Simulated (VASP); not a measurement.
# WC (I4/mmm) in VASP: notebook

WC is run at these levels: r2SCAN; tasks: single point.

Program: VASP 6.6.1. These are calculated values, not measurements. Logs are shortened: lines on timing, memory, paths and dates and some standing lists are left out, and cuts for length are marked.

## Step 1: The cell of the first run

The structure is tetragonal, space group I4/mmm (No. 139). The conventional cell has a = 2.946 Å, b = 2.946 Å, c = 4.605 Å, α = 90.00°, β = 90.00°, γ = 90.00°. Within 2.8 Å of W (site symmetry 4/mmm) lie 6 C at 2.08 to 2.30 Å. C (site symmetry 4/mmm) has 6 W at 2.08 to 2.30 Å within 2.8 Å.

## Step 2: Single point, r2SCAN (strain -0.050 along x and y, +0.050 along z)

POSCAR reads:

```
WC
1.0
    0.0000000000      2.0830498000      2.3023182000
    2.0830498000      0.0000000000      2.3023182000
    2.0830498000      2.0830498000      0.0000000000
W C
1 1
Direct
    0.0000000000      0.0000000000      0.0000000000
    0.5000000000      0.5000000000      0.5000000000
```

INCAR.step1 reads:

```
ALGO = Normal
EDIFF = 1E-4
ENCUT = 520
GGA = PE
ISMEAR = 0
LASPH = T
LCHARG = F
LREAL = F
LWAVE = T
NBANDS = 16
NELM = 60
PREC = Accurate
SIGMA = 0.15
```

INCAR.step2 reads:

```
ALGO = Normal
EDIFF = 1E-7
ENCUT = 520
ISIF = 2
ISMEAR = 0
ISTART = 1
LASPH = T
LCHARG = F
LMIXTAU = T
LREAL = F
LWAVE = F
METAGGA = R2SCAN
NBANDS = 16
NELM = 60
PREC = Accurate
SIGMA = 0.15
```

KPOINTS reads:

```
k-points
0
Gamma
  18 18 18
```

Potentials or basis: VASP PAW PBE potentials, release 64 (W_sv, C).

On the command line:

```sh
> cat potpaw_PBE.64/W_sv/POTCAR potpaw_PBE.64/C/POTCAR > POTCAR
> cp INCAR.step1 INCAR
> mpirun -np 1 vasp_std > vasp.out
> cp INCAR.step2 INCAR
> mpirun -np 1 vasp_std > vasp.out
```

OUTCAR:

```text
EDIFF = 1E-7
   ENCUT = 520
   ISIF = 2
   ISMEAR = 0
   ISTART = 1
   LASPH = T
   LREAL = F
   METAGGA = R2SCAN
   NELM = 60
   PREC = Accurate

 ion  position               nearest neighbor table
   1  0.000  0.000  0.000-   2 2.08   2 2.08   2 2.08   2 2.08   2 2.30   2 2.30
   2  0.500  0.500  0.500-   1 2.08   1 2.08   1 2.08   1 2.08   1 2.30   1 2.30

  LATTYP: Found a body centered tetragonal cell.
 ALAT       =     2.9458772783
 C/A-ratio  =     1.5630781479

  Lattice vectors:

 A1 = (  -2.0830498000,   0.0000000000,   2.3023182000)
 A2 = (   2.0830498000,   0.0000000000,   2.3023182000)
 A3 = (   0.0000000000,   2.0830498000,  -2.3023182000)

Analysis of symmetry for initial positions (statically):
=====================================================================
 Subroutine PRICEL returns:
 Original cell was already a primitive cell.

 Routine SETGRP: Setting up the symmetry group for a
 body centered tetragonal supercell.

 Subroutine GETGRP returns: Found 16 space group operations
 (whereof 16 operations were pure point group operations)
 out of a pool of 16 trial point group operations.

The static configuration has the point symmetry D_4h.

Analysis of symmetry for dynamics (positions and initial velocities):
=====================================================================
 Subroutine PRICEL returns:
 Original cell was already a primitive cell.

 Routine SETGRP: Setting up the symmetry group for a
 body centered tetragonal supercell.

 Subroutine GETGRP returns: Found 16 space group operations
 (whereof 16 operations were pure point group operations)
 out of a pool of 16 trial point group operations.

The dynamic configuration has the point symmetry D_4h.

 Subroutine INISYM returns: Found 16 space group operations
 (whereof 16 operations are pure point group operations),
 and found     1 'primitive' translations

----------------------------------------------------------------------------------------

                                     Primitive cell

  volume of cell :      19.9800

  direct lattice vectors                    reciprocal lattice vectors
     0.000000000  2.083049800  2.302318200    -0.240032667  0.240032667  0.217172413
     2.083049800  0.000000000  2.302318200     0.240032667 -0.240032667  0.217172413
     2.083049800  2.083049800  0.000000000     0.240032667  0.240032667 -0.217172413

  length of vectors
     3.104797186  3.104797186  2.945877278     0.402982903  0.402982903  0.402982903

  position of ions in fractional coordinates (direct lattice)
[... 79 lines left out ...]
   EDIFF  = 0.1E-06   stopping-criterion for ELM
   LREAL  =      F    real-space projection
   EDIFFG = 0.1E-05   stopping-criterion for IOM
   NSW    =      0    number of steps for IOM
   IBRION =     -1    ionic relax: 0-MD 1-quasi-New 2-CG
   NFREE  =      0    steps in history (QN), initial steepest desc. (CG)
   ISIF   =      2    stress and relaxation
   ISYM   =      2    0-nonsym 1-usesym 2-fastsym
   POTIM  = 0.5000    time-step for ionic-motion
   TEBEG  =    0.0;   TEEND  =   0.0 temperature during run
   PSTRESS=    0.0 pullay stress
   NELECT =      18.0000    total number of electrons
   NUPDOWN=      -1.0000    fix difference up-down
   EMIN   =  10.00;   EMAX   =-10.00  energy-range for DOS
   EFERMI =   0.00;   METHOD = LEGACY
   ISMEAR =     0;   SIGMA  =   0.15  broadening in eV -4-tet -1-fermi 0-gaus
   EFERMI_NEDOS =   21; number of points for ismear=-14 and -15
   IALGO  =     38    algorithm
   IMIX   =      4    mixing-type and parameters
     AMIX     =   0.40;   BMIX     =  1.00
     AMIX_MAG =   1.60;   BMIX_MAG =  1.00
  volume/ion in A,a.u.               =       9.99        67.42
  Fermi-wavevector in a.u.,A,eV,Ry     =   1.581130  2.987902 34.014165  2.499971
  Thomas-Fermi vector in A             =   2.681252
   LORBIT       =      0    0 simple, 1 ext, 2 COOP (PROOUT), +10 PAW based schemes
   METAGGA = R2SCAN    functional components
   LHFCALC =     F    Hartree Fock is set to
   AEXX    =    0.0000 exact exchange contribution
   IVDW    =     0    specifies the selected vdW correction
   LEPSILON=     F    determine dielectric tensor
   LRPA    =     F    only Hartree local field effects (RPA)
 non-spin polarized calculation
 Gauss-broadening in eV      SIGMA  =   0.15
  energy-cutoff  :      520.00
  volume of cell :       19.98
 maximum number of plane-waves:       553
   NGX = 11   NGY = 11   NGZ = 11

 number of electron      17.9999998 magnetization

 Free energy of the ion-electron system (eV)
  ---------------------------------------------------
  ext. energy  EPLUGINS =         0.00000000
  ---------------------------------------------------
  free energy    TOTEN  =       -60.31748453 eV

  energy without entropy =      -60.30730363  energy(sigma->0) =      -60.31239408

 E-fermi :  13.2192     XC(G=0): -15.1837

 val. band max:       13.2043503263   @ k =  -0.1667   0.0556   0.0000
 cond. band min:      13.2252697760   @ k =   0.3333  -0.0000   0.2778
 fundamental gap:      0.0209194497
 Fermi energy:        13.2192204409

 k-point     1 :       0.0000    0.0000    0.0000
  band No.  band energies     occupation
      1     -64.1370      2.00000
      2     -27.4868      2.00000
      3     -27.4766      2.00000
      4     -27.4766      2.00000
      5      -3.9887      2.00000
      6       9.3185      2.00000
[... 433 lines left out ...]
      3     -27.5601      2.00000
      4     -27.4729      2.00000
      5      -2.1228      2.00000
      6       6.4027      2.00000
[... 8 lines left out ...]
     15      26.5790      0.00000
     16      31.2989      0.00000

 [... further k-points ...]

------------------------ aborting loop because EDIFF is reached ----------------------------------------

  FORCE on cell =-STRESS in cart. coord.  units (eV):
  Direction    XX          YY          ZZ          XY          YZ          ZX
  --------------------------------------------------------------------------------------
  -------------------------------------------------------------------------------------
  Total        5.8530884      5.8530884     -1.5042282      0.0000000      0.0000000      0.0000000
  in kB      469.3545350    469.3545350   -120.6228669      0.0000000      0.0000000      0.0000000
  external PRESSURE =     272.6954011 kB  Pullay stress =       0.0000000 kB

 VOLUME and BASIS-vectors are now :
 -----------------------------------------------------------------------------
  energy-cutoff  :      520.00
  volume of cell :       19.98
      direct lattice vectors                 reciprocal lattice vectors
     0.000000000  2.083049800  2.302318200    -0.240032667  0.240032667  0.217172413
     2.083049800  0.000000000  2.302318200     0.240032667 -0.240032667  0.217172413
     2.083049800  2.083049800  0.000000000     0.240032667  0.240032667 -0.217172413

 POSITION                                       TOTAL-FORCE (eV/Angst)
 -----------------------------------------------------------------------------------
      0.00000      0.00000      0.00000        -0.000000     -0.000000      0.000000
      2.08305      2.08305      2.30232         0.000000      0.000000     -0.000000
 -----------------------------------------------------------------------------------
    total drift:                                0.000000     -0.000000     -0.000000

  FREE ENERGIE OF THE ION-ELECTRON SYSTEM (eV)
  ---------------------------------------------------
  free  energy   TOTEN  =       -60.3174845281 eV

  energy  without entropy=      -60.3073036324  energy(sigma->0) =      -60.31239408
```

OUTCAR.step1:

```text
EDIFF = 1E-4
   ENCUT = 520
   GGA = PE
   ISMEAR = 0
   LASPH = T
[... 677 lines left out ...]
 -----------------------------------------------------------------------------------
      0.00000      0.00000      0.00000         0.000000     -0.000000     -0.000000
      2.08305      2.08305      2.30232        -0.000000      0.000000      0.000000
 -----------------------------------------------------------------------------------
    total drift:                                0.000000     -0.000000     -0.000000

  FREE ENERGIE OF THE ION-ELECTRON SYSTEM (eV)
  ---------------------------------------------------
  free  energy   TOTEN  =       -21.2223803954 eV

  energy  without entropy=      -21.2115885701  energy(sigma->0) =      -21.21698448
```

OSZICAR.step1:

```text
N       E                     dE             d eps       ncg     rms          rms(c)
DAV:   1     0.110703328462E+03    0.11070E+03   -0.93830E+03 15424   0.126E+03
DAV:   2    -0.215322918123E+02   -0.13224E+03   -0.12764E+03 18976   0.338E+02
DAV:   3    -0.247473237801E+02   -0.32150E+01   -0.32033E+01 16416   0.498E+01
DAV:   4    -0.247628519747E+02   -0.15528E-01   -0.15527E-01 20064   0.393E+00
DAV:   5    -0.247629595341E+02   -0.10756E-03   -0.10756E-03 16424   0.307E-01    0.353E+01
DAV:   6    -0.212988735239E+02    0.34641E+01   -0.81803E+00 19248   0.278E+01    0.967E+00
DAV:   7    -0.212508944296E+02    0.47979E-01   -0.46616E-01 15552   0.543E+00    0.737E+00
DAV:   8    -0.212243760648E+02    0.26518E-01   -0.55837E-02 17808   0.198E+00    0.167E+00
DAV:   9    -0.212224033570E+02    0.19727E-02   -0.31252E-03 17032   0.440E-01    0.102E-01
DAV:  10    -0.212223803954E+02    0.22962E-04   -0.27178E-04 17720   0.182E-01
   1 F= -.21222380E+02 E0= -.21216984E+02  d E =-.107918E-01
```

Run time: 4.2 min. Hardware: 1 thread of Intel Xeon 6975P-C (Granite Rapids), shared host; peak memory 0.27 GiB.

Results:

```
Free energy            : -60.3175 eV
Pressure               : 27.3 GPa
Band gap on the k mesh : zero (bands 9 and 10 overlap by 3.28 eV)
```

Stress tensor (GPa, compression positive):
```
 46.94   0.00   0.00
  0.00  46.94   0.00
  0.00   0.00 -12.06
```

Caveat: the cell differs from its parent crystal (strain -0.050 along x and y, +0.050 along z); the stress differs along the axes, from -12 to 47 GPa; the PAW data sets were made with another functional, which shifts forces and pressure a little; spin-orbit coupling is left out, which moves the levels of the heavy elements.

## Step 3: Single point, r2SCAN (strain +0.000 along x and y, -0.050 along z)

POSCAR reads:

```
WC
1.0
    0.0000000000      2.1926840000      2.0830498000
    2.1926840000      0.0000000000      2.0830498000
    2.1926840000      2.1926840000      0.0000000000
W C
1 1
Direct
    0.0000000000      0.0000000000      0.0000000000
    0.5000000000      0.5000000000      0.5000000000
```

INCAR.step1 is that of step 2.

Changes to INCAR.step2 since step 2:

```diff
@@ -1,3 +1,3 @@
 ALGO = Normal
-EDIFF = 1E-7
+EDIFF = 1E-6
 ENCUT = 520
```

KPOINTS is that of step 2.

Potentials or basis: VASP PAW PBE potentials, release 64 (W_sv, C).

On the command line:

```sh
> cat potpaw_PBE.64/W_sv/POTCAR potpaw_PBE.64/C/POTCAR > POTCAR
> cp INCAR.step1 INCAR
> mpirun -np 1 vasp_std > vasp.out
> cp INCAR.step2 INCAR
> mpirun -np 1 vasp_std > vasp.out
```

Run time: 3.6 min. Hardware: 1 thread of Intel Xeon 6975P-C (Granite Rapids), shared host; peak memory 0.27 GiB.

The run converged. Its results:

* Free energy: -60.5030 eV
* Pressure: 19.8 GPa
* Band gap on the k mesh: zero (bands 9 and 10 overlap by 3.24 eV)

Stress tensor (GPa, compression positive):
```
 6.32  0.00  0.00
 0.00  6.32  0.00
 0.00  0.00 46.66
```

Levels at points of the mesh, in eV from the Fermi level:
| k point | band 5 | band 6 | band 7 | band 8 | band 9 | band 10 | band 11 | band 12 | band 13 | band 14 |
| --- | --- | --- | --- | --- | --- | --- | --- | --- | --- | --- |
| (0.00, 0.00, 0.00) | -17.18 | -3.24 | -3.24 | -2.57 | -1.38 | -1.36 | -1.36 | -1.06 | -0.89 | 7.85 |
| (0.50, 0.00, 0.00) | -12.14 | -10.66 | -7.39 | -7.32 | 0.99 | 1.49 | 2.80 | 5.40 | 9.13 | 10.28 |
| (0.50, 0.50, 0.00) | -14.92 | -6.33 | -5.55 | -3.05 | -3.05 | 1.07 | 2.57 | 2.57 | 6.89 | 8.12 |
| (0.50, 0.00, 0.50) | -15.00 | -6.27 | -6.24 | -2.75 | -2.54 | 0.84 | 2.26 | 2.84 | 5.99 | 8.74 |

Caveat: the cell differs from its parent crystal (strain +0.000 along x and y, -0.050 along z); the stress differs along the axes, from 6 to 47 GPa; the PAW data sets were made with another functional, which shifts forces and pressure a little; spin-orbit coupling is left out, which moves the levels of the heavy elements.

The gap in the log of VASP goes by the Fermi energy; the results here count the filled bands.